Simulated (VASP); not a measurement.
Here is a VASP 6.6.1 calculation.

INCAR

```
SYSTEM = Ca8CO
  ALGO = Normal
  DIPOL = 0.5 0.5 0.290
  EDIFF = 1E-6
  ENCUT = 520
  GGA = PE
  IDIPOL = 3
  ISIF = 2
  ISMEAR = 0
  LASPH = .TRUE.
  LCHARG = .FALSE.
  LDIPOL = .TRUE.
  LREAL = .FALSE.
  LWAVE = .FALSE.
  NBANDS = 56
  NELM = 100
  PREC = Accurate
  SIGMA = 0.1
```

KPOINTS

```
k-points
0
G
  4 4 1
  0 0 0
```

File POSCAR:

```
Ca8CO
1.0
    7.8132359319      0.0000000000      0.0000000000
    0.0000000000      7.8132359319      0.0000000000
    0.0000000000      0.0000000000     20.6093934330
Ca C O
8 1 1
Direct
    0.2500000000      0.2500000000      0.1940862555
    0.2500000000      0.7500000000      0.1940862555
    0.7500000000      0.2500000000      0.1940862555
    0.7500000000      0.7500000000      0.1940862555
    0.0000000000      0.0000000000      0.3206981057
    0.0000000000      0.5000000000      0.3206981057
    0.5000000000      0.0000000000      0.3206981057
    0.5000000000      0.5000000000      0.3206981057
    0.1834462693      0.7500000000      0.4216229585
    0.3165537307      0.7500000000      0.4216229585
```

Potentials or basis: VASP PAW PBE potentials, release 64 (Ca_sv, C, O).

Command:

```sh
$ cat potpaw_PBE.64/Ca_sv/POTCAR potpaw_PBE.64/C/POTCAR potpaw_PBE.64/O/POTCAR > POTCAR
$ mpirun -np 1 vasp_std > vasp.out
```

**Question.** Estimate the band gap on the k mesh.

**Answer.** Zero (bands 45 and 46 overlap by 0.13 eV).

**Question.** What does it give for the largest force?

**Answer.** 19.637 eV/Å.

Forces in eV/Å, atoms in the order of the input:
```
Ca    0.000   0.000   0.006
Ca   -0.010   0.000  -0.079
Ca   -0.001   0.000  -0.010
Ca   -0.006   0.000  -0.013
Ca   -0.110  -0.020   0.005
Ca   -0.110   0.020   0.005
Ca    0.059   0.105  -0.116
Ca    0.059  -0.105  -0.116
C   -19.507   0.000  -0.354
O    19.625   0.000   0.673
```
